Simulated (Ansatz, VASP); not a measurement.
## Two plane-wave programs on BaHf3H2

INCAR

```
SYSTEM = BaHf3H2
ALGO = Fast
EDIFF = 1E-6
ENCUT = 520
GGA = PE
ISIF = 2
ISMEAR = 0
LASPH = .True.
LCHARG = .False.
LREAL = .False.
LWAVE = .False.
NBANDS = 30
NELM = 80
PREC = Accurate
SIGMA = 0.1
```

KPOINTS

```
k-points
0
Gamma
  4 4 4
  0 0 0
```

Contents of POSCAR:

```
BaHf3H2
1.0
   -2.9890902400      2.9890902400      3.5042968900
    2.9890902400     -2.9890902400      3.5042968900
    2.9890902400      2.9890902400     -3.5042968900
Ba Hf H
1 3 2
Direct
    0.0000000000      0.0000000000      0.0000000000
    0.7500000000      0.2500000000      0.5000000000
    0.2500000000      0.7500000000      0.5000000000
    0.5000000000      0.5000000000      0.0000000000
    0.5000000000      0.0000000000      0.5000000000
    0.0000000000      0.5000000000      0.5000000000
```

Input for Ansatz:

```yaml
crystal:
  lattice:
    - [-2.98909024, 2.98909024, 3.50429689]
    - [2.98909024, -2.98909024, 3.50429689]
    - [2.98909024, 2.98909024, -3.50429689]
  atoms:
    - { symbol: Ba, position: [0.0, 0.0, 0.0] }
    - { symbol: Hf, position: [0.75, 0.25, 0.5] }
    - { symbol: Hf, position: [0.25, 0.75, 0.5] }
    - { symbol: Hf, position: [0.5, 0.5, 0.0] }
    - { symbol: H, position: [0.5, 0.0, 0.5] }
    - { symbol: H, position: [0.0, 0.5, 0.5] }
basis:
  ecutwfc: 420
kpoints:
  mp_grid: { grid: [4, 4, 4] }
hamiltonian:
  xc: pbe
scf:
  occupations: { method: gaussian, width: 0.1 }
  lower_state_search: "off"
output:
  forces: true
  stress: true
  eigenvalues: true
```

Alike in both runs: task single point; functional PBE; k mesh 4 × 4 × 4; occupations gaussian, width 0.1 eV; no spin polarisation.

```csv
,VASP,Ansatz
version,VASP 6.6.1,Ansatz 0.2.0
potentials or method,"VASP PAW PBE potentials, release 64 (Ba_sv, Hf_pv, H), cutoff 520 eV","scalar-relativistic, plane waves, PAW"
valence electrons in the cell,42,90
```

|  | VASP | Ansatz | Ansatz less VASP |
| --- | --- | --- | --- |
| gap on the k mesh at the Fermi level (eV) | none | none | - |
| pressure (GPa) | 0.3 | 0.0 | -0.26 |
| traceless stress, the component that is largest in VASP (GPa) | 13.33 | 13.43 | +0.093 |

A gap of «none» marks a metal or a gap that the smearing closes. VASP's potentials hold 42 valence electrons a cell and Ansatz's 90, so a difference there can come from the potentials and not from the codes.

The k mesh is coarse, so the values compare programs but aren't converged. Spin-orbit coupling is off throughout.
